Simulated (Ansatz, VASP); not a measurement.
One calculation of Zr2BiN2, two programs

```xyz
5
Lattice="4.4039 0.0000 0.0000 0.0000 4.4039 0.0000 0.0000 0.0000 4.5275" Properties=species:S:1:pos:R:3 pbc="T T T"
Zr    2.2020    0.0000    2.2637
Zr    0.0000    2.2020    2.2637
Bi    0.0000    0.0000    0.0000
N     2.2020    2.2020    2.9744
N     2.2020    2.2020    1.5530
```

Change from the starting cell: species swapped into the CeMg2Si2 type (P4/mmm, No. 123).

Alike in both runs: functional PBE; k mesh 4 × 4 × 4; occupations gaussian, width 0.1 eV; no spin polarisation.

Ansatz relaxed the structure, and its values are those at the end. VASP's run is a single point on that final structure, the one shown.

|  | VASP | Ansatz |
| --- | --- | --- |
| version | VASP 6.6.1 | Ansatz 0.2.0 |
| potentials or method | VASP PAW PBE potentials, release 64 (Zr_sv, Bi_d, N_h), cutoff 910 eV | scalar-relativistic, plane waves, PAW |
| valence electrons in the cell | 49 | 49 |

VASP gave:

- gap on the k mesh at the Fermi level (eV): none
- rms of the force components (eV/Å): 0.023

Task: Which values does Ansatz return?

Result: gap on the k mesh at the Fermi level (eV): none; rms of the force components (eV/Å): 0.006.

A gap of «none» marks a metal or a gap that the smearing closes.

Neither program's run includes spin-orbit coupling. Noted on VASP's run: the cutoff is short for stress, so the pressure is rough.
